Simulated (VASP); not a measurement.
Set up this calculation in VASP 6.6.1, as the native input.

```yaml
Task: single point
Functional: PBEsol
Potentials_or_basis: VASP PAW PBE potentials, release 64 (Bi_d)
Cutoff: 500 eV
k_mesh: 6 × 6 × 6
Occupations: fermi-dirac, width 0.1272 eV
Spin: no spin polarisation
Dipole_correction: no
Further_INCAR_settings: ALGO = Normal; EDIFF = 1e-06; NBANDS = 14
```

The structure of Bi lies in POSCAR:

```
Bi
1.0
   -2.0551970000      2.0551970000      2.0551970000
    2.0551970000     -2.0551970000      2.0551970000
    2.0551970000      2.0551970000     -2.0551970000
Bi
1
Direct
    0.0000000000      0.0000000000      0.0000000000
```

One way to write it, as run:

INCAR

```
SYSTEM = Bi
PREC     = Accurate       ! precision mode
ENCUT    = 500            ! plane-wave cutoff, eV
EDIFF    = 1E-6           ! SCF threshold, eV
ISMEAR   = -1             ! smearing method
SIGMA    = 0.1272         ! smearing width, eV
LREAL    = .FALSE.        ! projectors in reciprocal space
LASPH    = .TRUE.         ! aspherical terms in the spheres
NELM     = 120            ! most SCF steps
ALGO     = Normal         ! electronic algorithm
ISIF     = 2              ! what is computed and relaxed
LWAVE    = .FALSE.        ! write WAVECAR
LCHARG   = .FALSE.        ! write CHGCAR
GGA      = PS             ! functional
NBANDS   = 14             ! bands
GGA_COMPAT= .FALSE.
```

KPOINTS

```
regular mesh
0
G
  6 6 6
  0 0 0
```

Potentials or basis: VASP PAW PBE potentials, release 64 (Bi_d).

Launch:

```console
$ cat potpaw_PBE.64/Bi_d/POTCAR > POTCAR
$ mpirun -np 1 vasp_std > vasp.out
```

Results of the run:

```json
{"Pressure": "-6.3 GPa"}
```

Caveat: the k points lie up to 0.36 Å⁻¹ apart; the PAW data sets were made with another functional, which shifts forces and pressure a little.

It took 19 s on 1 thread of Intel Xeon 8259CL (shared host), peak memory 0.15 GiB.
